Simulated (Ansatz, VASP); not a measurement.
EuO: VASP beside Ansatz

```
Eu O
1.0
     0.00000    2.57195    2.57195
     2.57195    0.00000    2.57195
     2.57195    2.57195    0.00000
Eu O
1 1
Direct
  0.50000 0.50000 0.50000
  0.00000 0.00000 0.00000
```

Alike in both runs: task single point; functional PBE; dispersion D3(BJ); k mesh 8 × 8 × 8; occupations gaussian, width 0.05 eV; collinear spin; Hubbard terms Eu f U = 6.0 eV.

|  | VASP | Ansatz |
| --- | --- | --- |
| version | VASP 6.6.1 | Ansatz 0.2.0 |
| potentials or method | VASP PAW PBE potentials, release 64 (Eu, O), cutoff 600 eV | scalar-relativistic, plane waves, PAW |
| valence electrons in the cell | 23 | 23 |

|  | VASP | Ansatz | Ansatz less VASP |
| --- | --- | --- | --- |
| pressure (GPa) | -1.4 | -0.9 | +0.53 |
| net moment per atom (μB) | 3.50 | 3.50 | 0.000 |
| size of the moment on the site where the two differ most (μB) | 6.73 | 6.75 | +0.028 |

Site moments also hang on the region over which each program counts them. The programs project onto different local orbitals, so the same U acts differently, and such runs can settle in different states. Ansatz's warnings: stability check not made.

Spin-orbit coupling is off throughout.
